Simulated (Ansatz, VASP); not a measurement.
## GeH4 in VASP and in Ansatz

```
Ge H
1.0
    12.80089    0.00000    0.00000
     0.00000   13.30089    0.00000
     0.00000    0.00000   13.80089
Ge H
1 4
Direct
  0.50288 0.50483 0.50080
  0.40439 0.46874 0.44778
  0.47788 0.52085 0.60845
  0.58924 0.42546 0.49074
  0.53997 0.60428 0.45614
```

Alike in both runs: task single point; functional r2SCAN; dispersion rVV10; k mesh 1 × 1 × 1; occupations gaussian, width 0.005 eV; no spin polarisation.

|  | VASP | Ansatz |
| --- | --- | --- |
| version | VASP 6.6.1 | Ansatz 0.2.0 |
| potentials or method | VASP PAW PBE potentials, release 64 (Ge_d, H) | scalar-relativistic, plane waves, PAW |
| plane-wave cutoff (eV) | 450 | 500 |
| valence electrons in the cell | 18 | 18 |

|  | VASP | Ansatz | Ansatz less VASP |
| --- | --- | --- | --- |
| rms of the force components (eV/Å) | 0.117 | 0.133 | +0.0159 |

VASP's potentials were made for PBE, not for r2SCAN. Atom by atom the forces differ by 0.016 eV/Å (rms over components).
